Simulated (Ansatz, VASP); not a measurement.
# BN in VASP and in Ansatz

The input POSCAR:

```
BN
1.0
    1.8048137541     -1.8048137541      0.0000000000
    1.8048137541      0.0000000000     -1.8048137541
   10.6833566315     10.6833566315     10.6833566315
B N
6 6
Direct
    1.0000000000      0.0000000000      0.2674609895
    0.3333333333      0.3333333333      0.1548363518
    0.6666666667      0.6666666667      0.3800856271
    1.0000000000      1.0000000000      0.6053349024
    0.3333333333      0.3333333333      0.4927102647
    0.6666666667      0.6666666667      0.0422117142
    0.6666666667      0.6666666667      0.2956171489
    0.0000000000      0.0000000000      0.1829925112
    0.3333333333      0.3333333333      0.4082417865
    0.6666666667      0.6666666667      0.6334910618
    0.0000000000      0.0000000000      0.5208664242
    0.3333333333      0.3333333333      0.0703678736
```

The input INCAR.step1:

```
PREC = Accurate
ENCUT = 520
ISMEAR = 0
SIGMA = 0.05
LREAL = F
LASPH = T
NELM = 100
NBANDS = 36
GGA = PE
ALGO = Normal
EDIFF = 1E-4
LWAVE = T
LCHARG = F
```

The input INCAR.step2:

```
PREC = Accurate
ENCUT = 520
EDIFF = 1E-7
ISMEAR = 0
SIGMA = 0.05
LREAL = F
LASPH = T
NELM = 100
ALGO = Normal
ISIF = 2
LWAVE = F
LCHARG = T
METAGGA = R2SCAN
LMIXTAU = T
LELF = T
LVHAR = T
NBANDS = 36
ISTART = 1
```

Contents of KPOINTS:

```
Automatic mesh
0
Gamma
  10 10 2
```

Input for Ansatz:

```yaml
crystal:
  lattice:
    - [1.8048137541, -1.8048137541, 0.0]
    - [1.8048137541, 0.0, -1.8048137541]
    - [10.6833566315, 10.6833566315, 10.6833566315]
  atoms:
    - { symbol: B, position: [1.0, 0.0, 0.2674609895] }
    - { symbol: B, position: [0.3333333333, 0.3333333333, 0.1548363518] }
    - { symbol: B, position: [0.6666666667, 0.6666666667, 0.3800856271] }
    - { symbol: B, position: [1.0, 1.0, 0.6053349024] }
    - { symbol: B, position: [0.3333333333, 0.3333333333, 0.4927102647] }
    - { symbol: B, position: [0.6666666667, 0.6666666667, 0.0422117142] }
    - { symbol: "N", position: [0.6666666667, 0.6666666667, 0.2956171489] }
    - { symbol: "N", position: [0.0, 0.0, 0.1829925112] }
    - { symbol: "N", position: [0.3333333333, 0.3333333333, 0.4082417865] }
    - { symbol: "N", position: [0.6666666667, 0.6666666667, 0.6334910618] }
    - { symbol: "N", position: [0.0, 0.0, 0.5208664242] }
    - { symbol: "N", position: [0.3333333333, 0.3333333333, 0.0703678736] }
basis:
  ecutwfc: 500
kpoints:
  mp_grid: { grid: [10, 10, 2] }
hamiltonian:
  xc: r2scan
scf:
  occupations: { method: gaussian, width: 0.05 }
output:
  forces: true
  stress: true
  eigenvalues: true
```

Alike in both runs: task single point; functional r2SCAN; k mesh 10 × 10 × 2; occupations gaussian, width 0.05 eV; no spin polarisation.

```csv
,VASP,Ansatz
version,VASP 6.6.1,Ansatz 0.2.0
potentials or method,"VASP PAW PBE potentials, release 64 (B, N), cutoff 520 eV","scalar-relativistic, plane waves, PAW"
valence electrons in the cell,48,48
```

|  | VASP | Ansatz | Ansatz less VASP |
| --- | --- | --- | --- |
| gap on the k mesh at the Fermi level (eV) | none | none | - |
| rms of the force components (eV/Å) | 0.834 | 0.833 | -0.0013 |

VASP's potentials were made for PBE, not for r2SCAN. Atom by atom the forces differ by 0.010 eV/Å (rms over components). A gap of «none» marks a metal or a gap that the smearing closes.
